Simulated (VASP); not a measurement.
# MgAl18 in VASP: further runs

MgAl18 is run at these levels: PBE; tasks: single point.

All numbers are computed with VASP 6.6.1; they aren't measurements. Logs are shortened: lines on timing, memory, paths and dates and some standing lists are left out, and cuts for length are marked.

### 1 The cell of the first run

The cell holds a slab with vacuum, 19 atoms: a = 5.728 Å, b = 8.591 Å, c = 17.677 Å, α = 90.00°, β = 90.00°, γ = 60.00°.

### 2 Single point, PBE

File INCAR:

```
SYSTEM = MgAl18
PREC     = Accurate       ! precision mode
ENCUT    = 520            ! plane-wave cutoff, eV
EDIFF    = 1E-7           ! SCF threshold, eV
ISMEAR   = -1             ! smearing method
SIGMA    = 0.15           ! smearing width, eV
LREAL    = Auto         
LASPH    = .True.         ! aspherical terms in the spheres
NELM     = 60             ! most SCF steps
ALGO     = Normal         ! electronic algorithm
ISIF     = 2              ! what is computed and relaxed
LWAVE    = .False.        ! write WAVECAR
LCHARG   = .True.         ! write CHGCAR
GGA      = PE             ! functional
LELF     = .True.         ! ELF
LVHAR    = .True.       
NBANDS   = 43             ! bands
```

File KPOINTS:

```
Automatic mesh
0
Gamma
  3 2 1
  0 0 0
```

File POSCAR:

```
MgAl18
1.0
    5.7275650000      0.0000000000      0.0000000000
    4.2956740000      7.4403250000      0.0000000000
    0.0000000000      0.0000000000     17.6765370000
Al Mg
18 1
Direct
    0.1666665958      0.1111111410      0.0565722234
    0.6666666831      0.1111111410      0.0565722234
    0.1666667458      0.4444444295      0.0565722234
    0.6666666585      0.4444444295      0.0565722234
    0.1666666204      0.7777778524      0.0565722234
    0.6666667077      0.7777778524      0.0565722234
   -0.1655132128      0.2208230151      0.1900982642
    0.3334326276      0.2221292753      0.1894257342
   -0.1676515042      0.5557367454      0.1897174769
    0.3343462640      0.5550949723      0.1890175095
   -0.1663690738      0.8892762077      0.1905098832
    0.3326791807      0.8890680179      0.1907272901
    0.0013420693     -0.0014218465      0.3264584573
    0.4919178663      0.0101586960      0.3220684006
   -0.0032244574      0.3349286490      0.3244231039
    0.5034100723      0.3313931851      0.3228267505
    0.0094379610      0.6614246017      0.3219895390
    0.4963419793      0.6618270035      0.3219733594
    0.6586314726      0.7841857715      0.4534856573
```

Potentials or basis: VASP PAW PBE potentials, release 64 (Al, Mg).

The run is started by

```console
cat potpaw_PBE.64/Al/POTCAR potpaw_PBE.64/Mg/POTCAR > POTCAR
mpirun -np 1 vasp_std > vasp.out
```

OUTCAR:

```text
SYSTEM = MgAl18
   PREC = Accurate
   ENCUT = 520
   EDIFF = 1E-7
   ISMEAR = -1
   LREAL = Auto
   LASPH = .True.
   NELM = 60
   ISIF = 2
   GGA = PE

 ion  position               nearest neighbor table
   1  0.167  0.111  0.057-   2 2.86   4 2.86   5 2.86   3 2.86   6 2.86   2 2.86   8 2.87   7 2.88
                            12 2.89
   2  0.667  0.111  0.057-   1 2.86   4 2.86   3 2.86   5 2.86   6 2.86   1 2.86   8 2.87   7 2.88
                            11 2.89
   3  0.167  0.444  0.057-   4 2.86   2 2.86   1 2.86   5 2.86   6 2.86   4 2.86  10 2.87   8 2.87
                             9 2.88
   4  0.667  0.444  0.057-  10 2.86   3 2.86   2 2.86   1 2.86   5 2.86   3 2.86   6 2.86   9 2.87
                             7 2.89
   5  0.167  0.778  0.057-   6 2.86   2 2.86   1 2.86   3 2.86   4 2.86   6 2.86  10 2.87  11 2.89
                            12 2.89
   6  0.667  0.778  0.057-   5 2.86   2 2.86   1 2.86   3 2.86   5 2.86   4 2.86   9 2.88  11 2.89
                            12 2.89
   7  0.834  0.221  0.190-  11 2.85  12 2.85   8 2.86  16 2.86   8 2.86  10 2.87   9 2.87   1 2.88
                             2 2.88   4 2.89  15 2.89  13 2.92
   8  0.333  0.222  0.189-  14 2.83  11 2.86  10 2.86   7 2.86  12 2.86   7 2.86   9 2.87   2 2.87
                             1 2.87   3 2.87  16 2.88  15 2.91
   9  0.832  0.556  0.190-  10 2.86  12 2.86   8 2.87  11 2.87  17 2.87   7 2.87  18 2.87  10 2.87
[... 4 lines left out ...]
                             2 2.89   5 2.89   6 2.89  13 2.91
  12  0.333  0.889  0.191-   7 2.85  11 2.86   9 2.86   8 2.86  10 2.86  11 2.87  18 2.87  14 2.87
                             5 2.89   1 2.89   6 2.89  13 2.91
  13  0.001  0.999  0.326-  16 2.86  14 2.86  18 2.87  14 2.87  17 2.87  15 2.88  12 2.91  11 2.91
                             7 2.92
  14  0.492  0.010  0.322-  16 2.79  15 2.81   8 2.83  13 2.86  19 2.87  13 2.87  12 2.87  11 2.88
                            18 2.98  17 2.98
  15  0.997  0.335  0.324-  14 2.81  18 2.84  16 2.84  17 2.84  13 2.88  16 2.89   9 2.89   7 2.89
                             8 2.91
  16  0.503  0.331  0.323-  14 2.79  18 2.82  17 2.83  15 2.84  13 2.86   7 2.86   8 2.88  15 2.89
                            10 2.89
  17  0.009  0.661  0.322-  18 2.79  16 2.83  15 2.84  10 2.85   9 2.87  13 2.87  11 2.88  19 2.90
                            18 2.94  14 2.98
  18  0.496  0.662  0.322-  17 2.79  16 2.82  15 2.84  10 2.84  13 2.87  12 2.87   9 2.87  19 2.89
                            17 2.94  14 2.98
  19  0.659  0.784  0.453-  14 2.87  18 2.89  17 2.90

  LATTYP: Found a simple monoclinic cell.
 ALAT       =     5.7275650000
 B/A-ratio  =     3.0862219809
 C/A-ratio  =     1.3228756151
 COS(beta)  =    -0.1889822093

  Lattice vectors:

 A1 = (   5.7275650000,   0.0000000000,   0.0000000000)
 A2 = (   0.0000000000,   0.0000000000, -17.6765370000)
 A3 = (  -1.4318910000,   7.4403250000,   0.0000000000)

Analysis of symmetry for initial positions (statically):
=====================================================================
 Subroutine PRICEL returns:
 Original cell was already a primitive cell.

 Routine SETGRP: Setting up the symmetry group for a
 simple monoclinic supercell.

 Subroutine GETGRP returns: Found  1 space group operations
 (whereof  1 operations were pure point group operations)
 out of a pool of  4 trial point group operations.

The static configuration has the point symmetry C_1 .

Analysis of symmetry for dynamics (positions and initial velocities):
=====================================================================
 Subroutine PRICEL returns:
 Original cell was already a primitive cell.

 Routine SETGRP: Setting up the symmetry group for a
 simple monoclinic supercell.

 Subroutine GETGRP returns: Found  1 space group operations
 (whereof  1 operations were pure point group operations)
 out of a pool of  4 trial point group operations.

The dynamic configuration has the point symmetry C_1 .

 Subroutine INISYM returns: Found  1 space group operations
 (whereof  1 operations are pure point group operations),
 and found     1 'primitive' translations

----------------------------------------------------------------------------------------

                                     Primitive cell

[... 79 lines left out ...]
|           W WW W  AAAAAA  RRRRR   N  N N  II  N  N N  G  GGG   !            |
|           WW  WW  A    A  R   R   N   NN  II  N   NN  G    G                |
|           W    W  A    A  R    R  N    N  II  N    N   GGGG   !!!           |
|                                                                             |
|     Your reciprocal lattice and k-lattice belong to different lattice       |
|     classes:                                                                |
|                                                                             |
|        The reciprocal lattice is simple monoclinic,                         |
|        whereas your k-lattice is hexagonal.                                 |
|                                                                             |
|     Results are often still useful ...                                      |
|                                                                             |
 -----------------------------------------------------------------------------

 Subroutine IBZKPT returns following result:
 ===========================================

 Found      4 irreducible k-points:

 Following reciprocal coordinates:
            Coordinates               Weight
  0.000000  0.000000  0.000000      1.000000
  0.333333  0.000000  0.000000      2.000000
  0.000000  0.500000  0.000000      1.000000
  0.333333  0.500000  0.000000      2.000000
   k-points           NKPTS =      4   k-points in BZ     NKDIM =      4   number of bands    NBANDS=     43
   number of dos      NEDOS =    301   number of ions     NIONS =     19
   total plane-waves  NPLWV = 430080
   dimension x,y,z NGX =    48 NGY =   64 NGZ =  140
   dimension x,y,z NGXF=    96 NGYF=  128 NGZF=  280
   ions per type =              18   1
   NGX,Y,Z   is equivalent  to a cutoff of  13.93, 12.38, 13.17 a.u.
   NGXF,Y,Z  is equivalent  to a cutoff of  27.86, 24.77, 26.33 a.u.
 SYSTEM =  MgAl18
   PREC   = accura    normal or accurate (medium, high low for compatibility)
   ISTART =      0    job   : 0-new  1-cont  2-samecut
   ICHARG =      2    charge: 1-file 2-atom 10-const
   ISPIN  =      1    spin polarized calculation?
   LNONCOLLINEAR =      F non collinear calculations
   LSORBIT =      F    spin-orbit coupling
   LASPH  =      T    aspherical Exc in radial PAW
   ENCUT  =  520.0 eV  38.22 Ry    6.18 a.u.  10.65 15.97 32.87*2*pi/ulx,y,z
   NELM   =     60;   NELMIN=  2; NELMDL= -5     # of ELM steps
   EDIFF  = 0.1E-06   stopping-criterion for ELM
   LREAL  =      T    real-space projection
   EDIFFG = 0.1E-05   stopping-criterion for IOM
   NSW    =      0    number of steps for IOM
   IBRION =     -1    ionic relax: 0-MD 1-quasi-New 2-CG
   NFREE  =      0    steps in history (QN), initial steepest desc. (CG)
   ISIF   =      2    stress and relaxation
   ISYM   =      2    0-nonsym 1-usesym 2-fastsym
   POTIM  = 0.5000    time-step for ionic-motion
   TEBEG  =    0.0;   TEEND  =   0.0 temperature during run
   PSTRESS=    0.0 pullay stress
   NELECT =      56.0000    total number of electrons
   NUPDOWN=      -1.0000    fix difference up-down
   EMIN   =  10.00;   EMAX   =-10.00  energy-range for DOS
   EFERMI =   0.00;   METHOD = LEGACY
   ISMEAR =    -1;   SIGMA  =   0.15  broadening in eV -4-tet -1-fermi 0-gaus
   EFERMI_NEDOS =   21; number of points for ismear=-14 and -15
   IALGO  =     38    algorithm
   IMIX   =      4    mixing-type and parameters
     AMIX     =   0.40;   BMIX     =  1.00
     AMIX_MAG =   1.60;   BMIX_MAG =  1.00
  volume/ion in A,a.u.               =      39.65       267.55
  Fermi-wavevector in a.u.,A,eV,Ry     =   0.688363  1.300818  6.447042  0.473844
  Thomas-Fermi vector in A             =   1.769142
   LORBIT       =      0    0 simple, 1 ext, 2 COOP (PROOUT), +10 PAW based schemes
   GGA     = PE    functional components
   LHFCALC =     F    Hartree Fock is set to
   AEXX    =    0.0000 exact exchange contribution
   IVDW    =     0    specifies the selected vdW correction
   LEPSILON=     F    determine dielectric tensor
   LRPA    =     F    only Hartree local field effects (RPA)
 non-spin polarized calculation
  energy-cutoff  :      520.00
  volume of cell :      753.28
 maximum number of plane-waves:     20332
 NGX is ok and might be reduce to    42
   NGX = 21   NGY = 31   NGZ = 65

 number of electron      56.0000000 magnetization

 Free energy of the ion-electron system (eV)
  ---------------------------------------------------
  ext. energy  EPLUGINS =         0.00000000
  ---------------------------------------------------
  free energy    TOTEN  =       -64.80921539 eV

  energy without entropy =      -63.98398126  energy(sigma->0) =      -64.39659833

 E-fermi :   0.9502     XC(G=0):  -5.4664

 val. band max:        0.9188204780   @ k =   0.3333   0.5000   0.0000
 cond. band min:       1.0256521691   @ k =   0.0000   0.0000   0.0000
 fundamental gap:      0.1068316912
 Fermi energy:         0.9502236523

 k-point     1 :       0.0000    0.0000    0.0000
  band No.  band energies     occupation
      1      -9.3257      2.00000
      2      -7.6650      2.00000
      3      -6.7062      2.00000
      4      -6.6616      2.00000
      5      -5.2244      2.00000
      6      -5.0622      2.00000
[... 161 lines left out ...]
     39       3.3671      0.00000
     40       3.3987      0.00000
 [bands above 40 left out]

------------------------ aborting loop because EDIFF is reached ----------------------------------------

  FORCE on cell =-STRESS in cart. coord.  units (eV):
  Direction    XX          YY          ZZ          XY          YZ          ZX
  --------------------------------------------------------------------------------------
  -------------------------------------------------------------------------------------
  Total       -6.5911596     -6.4133268     -0.0665765      0.0162331     -0.0067609      0.0045751
  in kB      -14.0188791    -13.6406427     -0.1416030      0.0345266     -0.0143800      0.0097308
  external PRESSURE =      -9.2670416 kB  Pullay stress =       0.0000000 kB

 VOLUME and BASIS-vectors are now :
 -----------------------------------------------------------------------------
  energy-cutoff  :      520.00
  volume of cell :      753.28
      direct lattice vectors                 reciprocal lattice vectors
     5.727565000  0.000000000  0.000000000     0.174594265 -0.100802054  0.000000000
     4.295674000  7.440325000  0.000000000     0.000000000  0.134402731  0.000000000
     0.000000000  0.000000000 17.676537000     0.000000000  0.000000000  0.056572167

 POSITION                                       TOTAL-FORCE (eV/Angst)
 -----------------------------------------------------------------------------------
      1.43189      0.82670      1.00000        -0.022137     -0.018283      0.008301
      4.29567      0.82670      1.00000         0.023295     -0.040744      0.011946
      2.86378      3.30681      1.00000        -0.028667      0.033869     -0.032626
      5.72757      3.30681      1.00000         0.029346     -0.008690      0.008041
      4.29567      5.78692      1.00000        -0.025218      0.029499     -0.024585
      7.15946      5.78692      1.00000         0.024906      0.006724      0.034513
[... 11 lines left out ...]
      5.68582      4.92421      5.69137         0.003670      0.002847      0.002900
      7.14096      5.83460      8.01606         0.002062     -0.002883     -0.006935
 -----------------------------------------------------------------------------------
    total drift:                               -0.009005      0.007430     -0.002164

  FREE ENERGIE OF THE ION-ELECTRON SYSTEM (eV)
  ---------------------------------------------------
  free  energy   TOTEN  =       -64.8092153886 eV

  energy  without entropy=      -63.9839812618  energy(sigma->0) =      -64.39659833
```

Wall time 6.4 min (1 thread of Intel Xeon Platinum 8259CL at 2.50GHz (Skylake/Cascade Lake), shared host); peak memory 0.8 GiB.

Results:

* Free energy: -64.8092 eV
* Largest force: 0.055 eV/Å
* Band gap on the k mesh: zero (band 28 reaches 0.92 eV, above the bottom of band 29 at 0.78 eV)

Forces on the atoms (eV/Å):
```
Al  -0.022 -0.018  0.008
Al   0.023 -0.041  0.012
Al  -0.029  0.034 -0.033
Al   0.029 -0.009  0.008
Al  -0.025  0.029 -0.025
Al   0.025  0.007  0.035
Al   0.000  0.000  0.000
Al  -0.002 -0.002  0.000
Al   0.002 -0.001 -0.003
Al   0.000  0.004 -0.001
Al  -0.002 -0.001 -0.003
Al   0.003  0.001 -0.003
Al   0.000 -0.003 -0.001
Al  -0.002 -0.003  0.000
Al  -0.004  0.004  0.002
Al   0.002 -0.002  0.005
Al  -0.005 -0.001  0.003
Al   0.004  0.003  0.003
Mg   0.002 -0.003 -0.007
```

Levels at points of the mesh, in eV from the Fermi level:
| k point | band 25 | band 26 | band 27 | band 28 | band 29 | band 30 | band 31 | band 32 |
| --- | --- | --- | --- | --- | --- | --- | --- | --- |
| (0.00, 0.00, 0.00) | -0.39 | -0.29 | -0.21 | -0.16 | -0.13 | 0.08 | 0.16 | 1.06 |
| (0.00, 0.50, 0.00) | -0.56 | -0.44 | -0.32 | -0.18 | -0.17 | -0.14 | -0.10 | 0.88 |

Caveat: the k points lie up to 0.42 Å⁻¹ apart.

(Part 1 of 2 ends here.)
